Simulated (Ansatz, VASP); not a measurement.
# BeTe: VASP beside Ansatz

The input INCAR:

```
PREC     = Accurate       # precision mode
ENCUT    = 520            # plane-wave cutoff, eV
EDIFF    = 1E-6           # SCF threshold, eV
ISMEAR   = 0              # smearing method
SIGMA    = 0.05           # smearing width, eV
LREAL    = False          # projectors in reciprocal space
LASPH    = True           # aspherical terms in the spheres
NELM     = 100            # most SCF steps
ALGO     = Normal         # electronic algorithm
ISIF     = 2              # what is computed and relaxed
LWAVE    = False          # write WAVECAR
LCHARG   = False          # write CHGCAR
NBANDS   = 11             # bands
```

Contents of KPOINTS:

```
Automatic mesh
0
Gamma
  8 8 8
```

Contents of POSCAR:

```
BeTe
1.0
    0.0000000000      2.5484000000      2.6592000000
    2.5484000000      0.0000000000      2.6592000000
    2.5484000000      2.5484000000      0.0000000000
Be Te
1 1
Direct
    0.0000000000      0.0000000000      0.0000000000
    0.7500000000      0.7500000000      0.7500000000
```

Input for Ansatz:

```yaml
crystal:
  lattice:
    - [0.0, 2.5484, 2.6592]
    - [2.5484, 0.0, 2.6592]
    - [2.5484, 2.5484, 0.0]
  atoms:
    - { symbol: Be, position: [0.0, 0.0, 0.0] }
    - { symbol: Te, position: [0.75, 0.75, 0.75] }
basis:
  ecutwfc: 420
kpoints:
  mp_grid: { grid: [8, 8, 8] }
hamiltonian:
  xc: lda
scf:
  occupations: { method: gaussian, width: 0.05 }
output:
  forces: true
  stress: true
  eigenvalues: true
```

Change from the starting cell: strain -0.080 along x and y, -0.040 along z, atoms carried along.

Alike in both runs: task single point; functional LDA; k mesh 8 × 8 × 8; occupations gaussian, width 0.05 eV; no spin polarisation.

|  | VASP | Ansatz |
| --- | --- | --- |
| version | VASP 6.6.1 | Ansatz 0.2.0 |
| potentials or method | VASP PAW LDA potentials, release 64 (Be, Te), cutoff 520 eV | scalar-relativistic, plane waves, PAW |
| valence electrons in the cell | 8 | 18 |

```tsv
	VASP	Ansatz	Ansatz less VASP
gap on the k mesh at the Fermi level (eV)	0.91	0.95	+0.031
least direct gap on the mesh (eV)	3.15	3.20	+0.055
pressure (GPa)	21.6	21.0	-0.61
traceless stress, the component that is largest in VASP (GPa)	-2.23	-2.24	-0.013
```

LDA's correlation is that of Perdew and Zunger in VASP and of Perdew and Wang (1992) in Ansatz. VASP's potentials hold 8 valence electrons a cell and Ansatz's 18, so a difference there can come from the potentials and not from the codes.

Spin-orbit coupling is off throughout.
